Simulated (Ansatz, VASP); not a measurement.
## One calculation of BaHfO3, two programs

The input INCAR:

```
PREC = Accurate
ENCUT = 520
EDIFF = 1E-6
ISMEAR = -1
SIGMA = 0.02
LREAL = False
LASPH = True
NELM = 100
ALGO = Normal
ISIF = 2
LWAVE = False
LCHARG = False
GGA = PE
NBANDS = 27
```

File KPOINTS:

```
Automatic mesh
0
Gamma
  6 6 6
```

POSCAR

```
BaHfO3
1.0
    4.0099764200      0.0000000000      0.0000000000
    0.0000000000      4.0099764200      0.0000000000
    0.0000000000      0.0000000000      4.2730220947
Ba Hf O
1 1 3
Direct
    0.0000000000      0.0000000000      0.0000000000
    0.5000000000      0.5000000000      0.5000000000
    0.5000000000      0.5000000000      0.0000000000
    0.5000000000      0.0000000000      0.5000000000
    0.0000000000      0.5000000000      0.5000000000
```

Input for Ansatz:

```yaml
crystal:
  lattice:
    - [4.00997642, 0.0, 0.0]
    - [0.0, 4.00997642, 0.0]
    - [0.0, 0.0, 4.2730220947]
  atoms:
    - { symbol: Ba, position: [0.0, 0.0, 0.0] }
    - { symbol: Hf, position: [0.5, 0.5, 0.5] }
    - { symbol: O, position: [0.5, 0.5, 0.0] }
    - { symbol: O, position: [0.5, 0.0, 0.5] }
    - { symbol: O, position: [0.0, 0.5, 0.5] }
kpoints:
  mp_grid: { grid: [6, 6, 6] }
  band_path:
    path: [[0.0, 0.0, 0.0], [0.0, 0.5, 0.0], [0.5, 0.5, 0.0], [0.5, 0.5, 0.5]]
    npoints: 1
hamiltonian:
  xc: pbe
scf:
  occupations: { method: fermi_dirac, width: 0.02 }
  n_extra_bands: 5
output:
  forces: true
  stress: true
  eigenvalues: true
```

Change from the starting cell: epitaxial_xy strain -4.0%.

Alike in both runs: task single point; functional PBE; k mesh 6 × 6 × 6; occupations fermi-dirac, width 0.02 eV; no spin polarisation.

|  | VASP | Ansatz |
| --- | --- | --- |
| version | VASP 6.6.1 | Ansatz 0.2.0 |
| potentials or method | VASP PAW PBE potentials, release 64 (Ba_sv, Hf_pv, O) | plane waves, PAW |
| plane-wave cutoff (eV) | 520 | 420 |
| valence electrons in the cell | 38 | 54 |

Ansatz gave:

```
gap on the k mesh at the Fermi level (eV)                     : 3.58
pressure (GPa)                                                : 16.1
traceless stress, the component that is largest in VASP (GPa) : -12.64
```

Question: Which values does VASP return?

Answer: gap on the k mesh at the Fermi level (eV): 3.49; pressure (GPa): 15.7; traceless stress, the component that is largest in VASP (GPa): -12.64.

VASP's potentials hold 38 valence electrons a cell and Ansatz's 54, so a difference there can come from the potentials and not from the codes.

Spin-orbit coupling is off throughout.
